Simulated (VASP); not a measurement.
Write the native input for VASP 6.6.1 that does the following.

```
Task                   : single point
Functional             : r2SCAN
Dispersion             : rVV10
Potentials or basis    : VASP PAW PBE potentials, release 64 (C)
Cutoff                 : 660 eV
k mesh                 : 12 × 12 × 12
Occupations            : gaussian, width 0.02 eV
Spin                   : no spin polarisation
Dipole correction      : no
Further INCAR settings : ALGO = Normal; EDIFF = 1e-06; NBANDS = 11
```

The system is C.

```
CELL_PARAMETERS angstrom
0.00000 1.77892 1.77892
1.77892 0.00000 1.77892
1.77892 1.77892 0.00000
ATOMIC_POSITIONS crystal
C 0.00000 0.00000 0.00000
C 0.25000 0.25000 0.25000
```

One way to write it, as run:

POSCAR

```
C
1.0
    0.0000000000      1.7789244155      1.7789244155
    1.7789244155      0.0000000000      1.7789244155
    1.7789244155      1.7789244155      0.0000000000
C
2
Direct
    0.0000000000      0.0000000000      0.0000000000
    0.2500000000      0.2500000000      0.2500000000
```

INCAR.step1

```
SYSTEM = C
ALGO = Normal
EDIFF = 1E-5
ENCUT = 660
GGA = PE
GGA_COMPAT = .FALSE.
ISMEAR = 0
LASPH = .TRUE.
LCHARG = .FALSE.
LREAL = .FALSE.
LWAVE = .TRUE.
NBANDS = 11
NELM = 120
PREC = Accurate
SIGMA = 0.02
```

INCAR.step2

```
SYSTEM = C
ALGO = Normal
BPARAM = 11.95
CPARAM = 0.0093
EDIFF = 1E-6
ENCUT = 660
GGA_COMPAT = .FALSE.
ISIF = 2
ISMEAR = 0
ISTART = 1
IVDW_NL = 2
LASPH = .TRUE.
LCHARG = .FALSE.
LMIXTAU = .TRUE.
LREAL = .FALSE.
LUSE_VDW = .TRUE.
LWAVE = .FALSE.
METAGGA = R2SCAN
NBANDS = 11
NELM = 120
PREC = Accurate
SIGMA = 0.02
```

KPOINTS

```
k-points
0
G
  12 12 12
  0 0 0
```

Potentials or basis: VASP PAW PBE potentials, release 64 (C).

Run with:

```console
$ cat potpaw_PBE.64/C/POTCAR > POTCAR
$ cp INCAR.step1 INCAR
$ mpirun -np 1 vasp_std > vasp.out
$ cp INCAR.step2 INCAR
$ mpirun -np 1 vasp_std > vasp.out
```

It gave:

```
Pressure               : 0.2 GPa
Band gap on the k mesh : 4.33 eV, indirect (least direct gap 5.85 eV)
```

Caveat: the PAW data sets were made with another functional, which shifts forces and pressure a little.

Wall time 50 s on 1 thread of Intel(R) Xeon(R) Platinum 8488C (Sapphire Rapids), with other jobs on the host, peak memory 0.21 GiB.
